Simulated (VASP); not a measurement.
SiN2:

```xyz
6
Lattice="2.5288 0.0000 0.0000 -1.2644 2.1900 0.0000 0.0000 0.0000 9.8358" Properties=species:S:1:pos:R:3 pbc="T T T"
Si    0.0000    1.4600    2.4590
Si    1.2644    0.7300    7.3769
N     0.0000    1.4600    6.1720
N     1.2644    0.7300    1.2541
N     0.0000    1.4600    8.5818
N     1.2644    0.7300    3.6638
```

- Program: VASP 6.6.1
- Task: relaxation of cell and atoms
- Functional: PBE
- Potentials or basis: VASP PAW PBE potentials, release 64 (Si, N)
- Cutoff: 600 eV
- k mesh: 6 × 6 × 2
- Occupations: gaussian, width 0.1 eV
- Spin: collinear spin, ferromagnetic start
- Starting moments: [0.0, 0.0, 0.42, 0.42, 0.42, 0.42] μB

At the start: pressure 22.3 GPa; volume 9.08 Å³/atom.

Problem. How do energy, volume and symmetry change on relaxing?

Solution. Over 23 steps the energy falls by 876.6 meV/atom and the volume is 11.66 Å³/atom (+28.4 %); space group P6_3/mmc (No. 194, to 0.1 Å) before and after; moment 0.00 μB per cell.

Step by step:
```csv
step,energy change (eV),largest force (eV/Å),pressure (GPa),volume (Å³)
1,0.0000,2.0604,22.33,54.47
2,-4.1104,3.1548,-13.59,64.36
3,-4.3703,2.7083,-18.10,66.39
4,-2.4090,8.1959,13.02,60.11
5,-4.9994,0.5941,-11.44,64.02
6,-5.0037,0.4045,-10.95,63.89
7,-5.0226,0.0875,14.35,58.04
8,-5.1869,0.1995,0.75,60.80
9,-5.1869,0.1941,1.01,60.74
10,-5.1960,0.0734,1.22,61.08
11,-5.2089,0.3094,1.94,62.12
12,-5.2122,0.2848,1.77,62.29
13,-5.2212,0.2123,1.25,62.81
14,-5.2344,0.0725,0.27,63.86
15,-5.2455,0.1871,-1.42,65.95
16,-5.2502,0.1424,-0.70,66.26
17,-5.2542,0.0592,0.57,66.78
18,-5.2544,0.0353,0.92,66.92
19,-5.2563,0.0172,0.79,67.49
20,-5.2576,0.1353,0.55,68.67
21,-5.2591,0.0463,-0.14,69.47
22,-5.2592,0.0039,-0.46,69.85
23,-5.2596,0.0290,-0.22,69.96
```

Final structure:
```
Si N
1.0
     2.85223    0.00000    0.00000
    -1.42611    2.47010    0.00000
     0.00000    0.00000    9.93069
Si N
2 4
Direct
  0.33333 0.66667 0.25000
  0.66667 0.33333 0.75000
  0.33333 0.66667 0.66099
  0.66667 0.33333 0.16099
  0.33333 0.66667 0.83901
  0.66667 0.33333 0.33901
```

Caveat: the k points lie up to 0.42 Å⁻¹ apart in the final cell; the volume moved by over 15 % at a fixed basis, so the end points are rough; this functional lacks dispersion, which binds layers or chains, so the pressure and a relaxed spacing across them are unreliable.
